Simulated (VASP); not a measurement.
# Ca (Fm-3m) in VASP: notebook

Ca is run at these levels: BLYP; tasks: single point, relaxation of cell and atoms.

Program: VASP 6.6.1. These are calculated values, not measurements. Logs are shortened: lines on timing, memory, paths and dates and some standing lists are left out, and cuts for length are marked.

## Step 1: The cell of the first run

The structure is cubic, space group Fm-3m (No. 225). The conventional cell has a = 5.390 Å, b = 5.390 Å, c = 5.390 Å, α = 90.00°, β = 90.00°, γ = 90.00°. Ca (site symmetry m-3m) has 12 Ca at 3.81 Å within 5.0 Å.

## Step 2: Single point, BLYP (volume scaled by 0.92)

INCAR

```
  PREC = Accurate
  ENCUT = 520
  EDIFF = 1E-7
  ISMEAR = -1
  SIGMA = 0.1
  LREAL = False
  LASPH = True
  NELM = 80
  ALGO = Normal
  ISIF = 2
  LWAVE = False
  LCHARG = True
  GGA = B5
  ALDAX = 1.0
  AGGAX = 1.0
  AGGAC = 1.0
  ALDAC = 0.0
  LELF = True
  LVHAR = True
  NBANDS = 11
```

KPOINTS

```
Automatic mesh
0
Gamma
  16 16 16
```

POSCAR

```
Ca
1.0
    0.0000000000      2.6949479738      2.6949479738
    2.6949479738      0.0000000000      2.6949479738
    2.6949479738      2.6949479738      0.0000000000
Ca
1
Direct
    0.0000000000      0.0000000000      0.0000000000
```

Potentials or basis: VASP PAW PBE potentials, release 64 (Ca_sv).

Started as:

```bash
$ cat potpaw_PBE.64/Ca_sv/POTCAR > POTCAR
$ mpirun -np 1 vasp_std > vasp.out
```

OUTCAR:

```text
PREC = Accurate
   ENCUT = 520
   EDIFF = 1E-7
   ISMEAR = -1
   LREAL = False
   LASPH = True
   NELM = 80
   ISIF = 2
   GGA = B5

 ion  position               nearest neighbor table
   1  0.000  0.000  0.000-

  LATTYP: Found a face centered cubic cell.
 ALAT       =     5.3898959476

  Lattice vectors:

 A1 = (   0.0000000000,   2.6949479738,   2.6949479738)
 A2 = (   2.6949479738,   0.0000000000,   2.6949479738)
 A3 = (   2.6949479738,   2.6949479738,   0.0000000000)

Analysis of symmetry for initial positions (statically):
=====================================================================
 Subroutine PRICEL returns:
 Original cell was already a primitive cell.

 Routine SETGRP: Setting up the symmetry group for a
 face centered cubic supercell.

 Subroutine GETGRP returns: Found 48 space group operations
 (whereof 48 operations were pure point group operations)
 out of a pool of 48 trial point group operations.

The static configuration has the point symmetry O_h .

Analysis of symmetry for dynamics (positions and initial velocities):
=====================================================================
 Subroutine PRICEL returns:
 Original cell was already a primitive cell.

 Routine SETGRP: Setting up the symmetry group for a
 face centered cubic supercell.

 Subroutine GETGRP returns: Found 48 space group operations
 (whereof 48 operations were pure point group operations)
 out of a pool of 48 trial point group operations.

The dynamic configuration has the point symmetry O_h .

 Subroutine INISYM returns: Found 48 space group operations
 (whereof 48 operations are pure point group operations),
 and found     1 'primitive' translations

----------------------------------------------------------------------------------------

                                     Primitive cell

  volume of cell :      39.1454

  direct lattice vectors                    reciprocal lattice vectors
     0.000000000  2.694947974  2.694947974    -0.185532339  0.185532339  0.185532339
     2.694947974  0.000000000  2.694947974     0.185532339 -0.185532339  0.185532339
     2.694947974  2.694947974  0.000000000     0.185532339  0.185532339 -0.185532339

  length of vectors
     3.811231974  3.811231974  3.811231974     0.321351437  0.321351437  0.321351437

  position of ions in fractional coordinates (direct lattice)
     0.000000000  0.000000000  0.000000000

  ion indices of the primitive-cell ions
   primitive index   ion index
                 1           1

----------------------------------------------------------------------------------------

 KPOINTS: Automatic mesh

Automatic generation of k-mesh.
 Grid dimensions read from file:
 generate k-points for:   16   16   16

 Generating k-lattice:

  Cartesian coordinates                     Fractional coordinates (reciprocal lattice)
    -0.011595771  0.011595771  0.011595771     0.062500000  0.000000000  0.000000000
     0.011595771 -0.011595771  0.011595771     0.000000000  0.062500000  0.000000000
     0.011595771  0.011595771 -0.011595771     0.000000000  0.000000000  0.062500000

  Length of vectors
     0.020084465  0.020084465  0.020084465

  Shift w.r.t. Gamma in fractional coordinates (k-lattice)
     0.000000000  0.000000000  0.000000000

 Subroutine IBZKPT returns following result:
 ===========================================

 Found    145 irreducible k-points:

 Following reciprocal coordinates:
            Coordinates               Weight
  0.000000  0.000000  0.000000      1.000000
  0.062500  0.000000  0.000000      8.000000
  0.125000  0.000000  0.000000      8.000000
  0.187500  0.000000  0.000000      8.000000
  0.250000  0.000000  0.000000      8.000000
  0.312500  0.000000  0.000000      8.000000
[... 16 lines left out ...]
 -0.125000  0.062500  0.000000     24.000000
 -0.062500  0.062500  0.000000     12.000000
 [... further k-points ...]
   k-points           NKPTS =    145   k-points in BZ     NKDIM =    145   number of bands    NBANDS=     11
   number of dos      NEDOS =    301   number of ions     NIONS =      1
   total plane-waves  NPLWV =  21952
   dimension x,y,z NGX =    28 NGY =   28 NGZ =   28
   dimension x,y,z NGXF=    56 NGYF=   56 NGZF=   56
   ions per type =               1
   NGX,Y,Z   is equivalent  to a cutoff of  12.21, 12.21, 12.21 a.u.
   NGXF,Y,Z  is equivalent  to a cutoff of  24.43, 24.43, 24.43 a.u.
 SYSTEM =  unknown system
   PREC   = accura    normal or accurate (medium, high low for compatibility)
   ISTART =      0    job   : 0-new  1-cont  2-samecut
   ICHARG =      2    charge: 1-file 2-atom 10-const
   ISPIN  =      1    spin polarized calculation?
   LNONCOLLINEAR =      F non collinear calculations
   LSORBIT =      F    spin-orbit coupling
   LASPH  =      T    aspherical Exc in radial PAW
   ENCUT  =  520.0 eV  38.22 Ry    6.18 a.u.   7.09  7.09  7.09*2*pi/ulx,y,z
   NELM   =     80;   NELMIN=  2; NELMDL= -5     # of ELM steps
   EDIFF  = 0.1E-06   stopping-criterion for ELM
   LREAL  =      F    real-space projection
   EDIFFG = 0.1E-05   stopping-criterion for IOM
   NSW    =      0    number of steps for IOM
   IBRION =     -1    ionic relax: 0-MD 1-quasi-New 2-CG
   NFREE  =      0    steps in history (QN), initial steepest desc. (CG)
   ISIF   =      2    stress and relaxation
   ISYM   =      2    0-nonsym 1-usesym 2-fastsym
   POTIM  = 0.5000    time-step for ionic-motion
   TEBEG  =    0.0;   TEEND  =   0.0 temperature during run
   PSTRESS=    0.0 pullay stress
   NELECT =      10.0000    total number of electrons
   NUPDOWN=      -1.0000    fix difference up-down
   EMIN   =  10.00;   EMAX   =-10.00  energy-range for DOS
   EFERMI =   0.00;   METHOD = LEGACY
   ISMEAR =    -1;   SIGMA  =   0.10  broadening in eV -4-tet -1-fermi 0-gaus
   EFERMI_NEDOS =   21; number of points for ismear=-14 and -15
   IALGO  =     38    algorithm
   IMIX   =      4    mixing-type and parameters
     AMIX     =   0.40;   BMIX     =  1.00
     AMIX_MAG =   1.60;   BMIX_MAG =  1.00
  volume/ion in A,a.u.               =      39.15       264.17
  Fermi-wavevector in a.u.,A,eV,Ry     =   1.038758  1.962968 14.680938  1.079019
  Thomas-Fermi vector in A             =   2.173257
   LORBIT       =      0    0 simple, 1 ext, 2 COOP (PROOUT), +10 PAW based schemes
   GGA     = B5    functional components
   LHFCALC =     F    Hartree Fock is set to
   AEXX    =    0.0000 exact exchange contribution
   IVDW    =     0    specifies the selected vdW correction
   LEPSILON=     F    determine dielectric tensor
   LRPA    =     F    only Hartree local field effects (RPA)
 non-spin polarized calculation
  energy-cutoff  :      520.00
  volume of cell :       39.15
 maximum number of plane-waves:      1069
   NGX = 15   NGY = 15   NGZ = 15

 number of electron      10.0000001 magnetization

 Free energy of the ion-electron system (eV)
  ---------------------------------------------------
  ext. energy  EPLUGINS =         0.00000000
  ---------------------------------------------------
  free energy    TOTEN  =        -1.24649876 eV

  energy without entropy =       -1.20624843  energy(sigma->0) =       -1.22637360

 E-fermi :   2.7127     XC(G=0):  -7.5404

 val. band max:        2.7114643348   @ k =  -0.3125   0.4375   0.1250
 cond. band min:       2.7289032789   @ k =  -0.2500   0.4375   0.1875
 fundamental gap:      0.0174389441
 Fermi energy:         2.7126614415

 k-point     1 :       0.0000    0.0000    0.0000
  band No.  band energies     occupation
      1     -39.1477      2.00000
      2     -20.1734      2.00000
      3     -20.1734      2.00000
      4     -20.1734      2.00000
      5      -1.3974      2.00000
      6       4.9508      0.00000
      7       4.9508      0.00000
      8       4.9508      0.00000
      9       6.0596      0.00000
     10       6.0596      0.00000
     11      12.3322      0.00000

 k-point     2 :       0.0625    0.0000    0.0000
  band No.  band energies     occupation
      1     -39.1470      2.00000
      2     -20.1804      2.00000
      3     -20.1743      2.00000
      4     -20.1743      2.00000
      5      -1.3257      2.00000
      6       4.8790      0.00000
      7       4.9788      0.00000
      8       4.9788      0.00000
      9       6.0354      0.00000
     10       6.0354      0.00000
     11      12.4238      0.00000

 k-point     3 :       0.1250    0.0000    0.0000
  band No.  band energies     occupation
      1     -39.1449      2.00000
      2     -20.2005      2.00000
      3     -20.1770      2.00000
      4     -20.1770      2.00000
      5      -1.1139      2.00000
      6       4.6816      0.00000
      7       5.0476      0.00000
      8       5.0476      0.00000
      9       5.9850      0.00000
     10       5.9850      0.00000
     11      12.4829      0.00000

 k-point     4 :       0.1875    0.0000    0.0000
  band No.  band energies     occupation
      1     -39.1417      2.00000
      2     -20.2304      2.00000
      3     -20.1810      2.00000
      4     -20.1810      2.00000
      5      -0.7715      2.00000
      6       4.3984      0.00000
      7       5.1061      0.00000
      8       5.1061      0.00000
      9       5.9747      0.00000
     10       5.9747      0.00000
     11      11.5567      0.00000
[... 239 lines left out ...]
 k-point    22 :      -0.1875    0.0625    0.0000
  band No.  band energies     occupation
      1     -39.1399      2.00000
      2     -20.2432      2.00000
      3     -20.1892      2.00000
      4     -20.1807      2.00000
      5      -0.5714      2.00000
      6       4.2678      0.00000
      7       5.0585      0.00000
      8       5.1764      0.00000
      9       5.8126      0.00000
     10       6.1587      0.00000
     11      11.2390      0.00000

 k-point    23 :      -0.1250    0.0625    0.0000
  band No.  band energies     occupation
      1     -39.1433      2.00000
      2     -20.2124      2.00000
      3     -20.1837      2.00000
      4     -20.1769      2.00000
      5      -0.9521      2.00000
      6       4.5533      0.00000
      7       5.0587      0.00000
      8       5.1175      0.00000
      9       5.8357      0.00000
     10       6.0788      0.00000
     11      12.2712      0.00000

 k-point    24 :      -0.0625    0.0625    0.0000
  band No.  band energies     occupation
      1     -39.1458      2.00000
      2     -20.1903      2.00000
      3     -20.1784      2.00000
      4     -20.1746      2.00000
      5      -1.2074      2.00000
      6       4.7690      0.00000
      7       5.0143      0.00000
      8       5.0274      0.00000
      9       5.9405      0.00000
     10       6.0603      0.00000
     11      12.5492      0.00000

 [... further k-points ...]

------------------------ aborting loop because EDIFF is reached ----------------------------------------

  FORCE on cell =-STRESS in cart. coord.  units (eV):
  Direction    XX          YY          ZZ          XY          YZ          ZX
  --------------------------------------------------------------------------------------
  -------------------------------------------------------------------------------------
  Total        0.3849131      0.3849131      0.3849131      0.0000000      0.0000000      0.0000000
  in kB       15.7540446     15.7540446     15.7540446      0.0000000      0.0000000      0.0000000
  external PRESSURE =      15.7540446 kB  Pullay stress =       0.0000000 kB

 VOLUME and BASIS-vectors are now :
 -----------------------------------------------------------------------------
  energy-cutoff  :      520.00
  volume of cell :       39.15
      direct lattice vectors                 reciprocal lattice vectors
     0.000000000  2.694947974  2.694947974    -0.185532339  0.185532339  0.185532339
     2.694947974  0.000000000  2.694947974     0.185532339 -0.185532339  0.185532339
     2.694947974  2.694947974  0.000000000     0.185532339  0.185532339 -0.185532339

 POSITION                                       TOTAL-FORCE (eV/Angst)
 -----------------------------------------------------------------------------------
      0.00000      0.00000      0.00000         0.000000      0.000000      0.000000
 -----------------------------------------------------------------------------------
    total drift:                               -0.000000     -0.000000     -0.000000

  FREE ENERGIE OF THE ION-ELECTRON SYSTEM (eV)
  ---------------------------------------------------
  free  energy   TOTEN  =        -1.2464987591 eV

  energy  without entropy=       -1.2062484318  energy(sigma->0) =       -1.22637360
```

Run time: 48 s. Hardware: 1 thread of Intel Xeon 6975P-C, shared host; peak memory 0.2 GiB.

What came out:

```yaml
Free_energy: -1.2465 eV
Pressure: 1.6 GPa
Band_gap_on_the_k_mesh: zero (band 5 reaches 2.80 eV, above the bottom of band 6 at 2.69 eV)
```

Levels at points of the mesh, in eV from the Fermi level:
```csv
k point,band 1,band 2,band 3,band 4,band 5,band 6,band 7,band 8,band 9,band 10
"(0.00, 0.00, 0.00)",-41.86,-22.89,-22.89,-22.89,-4.11,2.24,2.24,2.24,3.35,3.35
"(0.50, 0.00, 0.00)",-41.84,-23.07,-22.91,-22.91,-1.04,-0.01,2.11,2.11,4.08,4.08
"(0.50, 0.50, 0.00)",-41.83,-23.06,-22.95,-22.95,-0.60,0.43,1.22,4.07,4.28,4.28
```

Caveat: the PAW data sets were made with another functional, which shifts forces and pressure a little.

[end of part 1 of 3]
